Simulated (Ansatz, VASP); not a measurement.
**One calculation of Mo, two programs**

```
Mo
1.0
    -1.54743    1.54743    1.61813
     1.54743   -1.54743    1.61813
     1.54743    1.54743   -1.61813
Mo
1
Direct
  0.00000 0.00000 0.00000
```

Change from the starting cell: strain -0.015 along x and y, +0.030 along z, atoms carried along.

Alike in both runs: task single point; functional PBEsol; k mesh 22 × 22 × 22; occupations gaussian, width 0.15 eV; no spin polarisation.

|  | VASP | Ansatz |
| --- | --- | --- |
| version | VASP 6.6.1 | Ansatz 0.2.0 |
| potentials or method | VASP PAW PBE potentials, release 64 (Mo_sv), cutoff 500 eV | scalar-relativistic, plane waves, PAW |
| valence electrons in the cell | 14 | 14 |

```csv
,VASP,Ansatz,Ansatz less VASP
gap on the k mesh at the Fermi level (eV),none,none,-
pressure (GPa),-2.2,-2.8,-0.55
"traceless stress, the component that is largest in VASP (GPa)",-8.88,-8.89,-0.005
```

VASP's potentials were made for PBE, not for PBEsol. A gap of «none» marks a metal or a gap that the smearing closes.
